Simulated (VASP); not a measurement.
Write the native input for VASP 6.6.1 that does the following.

```yaml
Task: relaxation of cell and atoms
Functional: PBE
Dispersion: D4
Potentials_or_basis: VASP PAW PBE potentials, release 64 (Te, Nb_sv)
Cutoff: 600 eV
k_mesh: 8 × 8 × 7
Occupations: fermi-dirac, width 0.05 eV
Spin: no spin polarisation
Dipole_correction: no
Further_INCAR_settings: ALGO = Normal; EDIFF = 1e-07; IBRION = 2; EDIFFG = -0.01; NSW = 60; ISIF = 3
```

The structure of NbTe lies in POSCAR:

```
NbTe
1.0
    3.7029743866      0.0000000000      0.0000000000
   -1.8514871933      3.2068698884      0.0000000000
    0.0000000000      0.0000000000      3.6942110000
Te Nb
1 1
Direct
    0.6666666667      0.3333333333      0.0000000000
    0.0000000000      0.0000000000      0.5000000000
```

One way to write it, as run:

INCAR

```
SYSTEM = NbTe
PREC = Accurate
ENCUT = 600
EDIFF = 1E-7
ISMEAR = -1
SIGMA = 0.05
LREAL = .False.
LASPH = .True.
NELM = 100
ALGO = Normal
ISIF = 3
LWAVE = .False.
LCHARG = .False.
GGA = PE
IVDW = 13
IBRION = 2
NSW = 60
EDIFFG = -0.01
```

KPOINTS

```
regular mesh
0
Gamma
  8 8 7
  0 0 0
```

Potentials or basis: VASP PAW PBE potentials, release 64 (Te, Nb_sv).

The run is started by

```console
$ cat potpaw_PBE.64/Te/POTCAR potpaw_PBE.64/Nb_sv/POTCAR > POTCAR
$ mpirun -np 1 vasp_std > vasp.out
```

Results of the run:

```json
{
  "Relaxed volume": "21.14 Å³/atom",
  "Relaxed cell": "a = 3.639 Å, b = 3.639 Å, c = 3.686 Å, α = 90.00°, β = 90.00°, γ = 120.00°",
  "Space group after relaxing (to 0.05 Å)": "P-6m2 (No. 187)",
  "Energy gained by relaxing": "11.0 meV/atom",
  "Ionic steps": "9",
  "Pressure after relaxing": "0.0 GPa",
  "Dispersion energy per atom": "-0.494 eV"
}
```

Caveat: pairwise dispersion overbinds metals, which lowers pressure and volume.

It took 2.7 min on 1 thread of Intel(R) Xeon(R) Platinum 8488C (Sapphire Rapids) (shared host), peak memory 0.2 GiB.
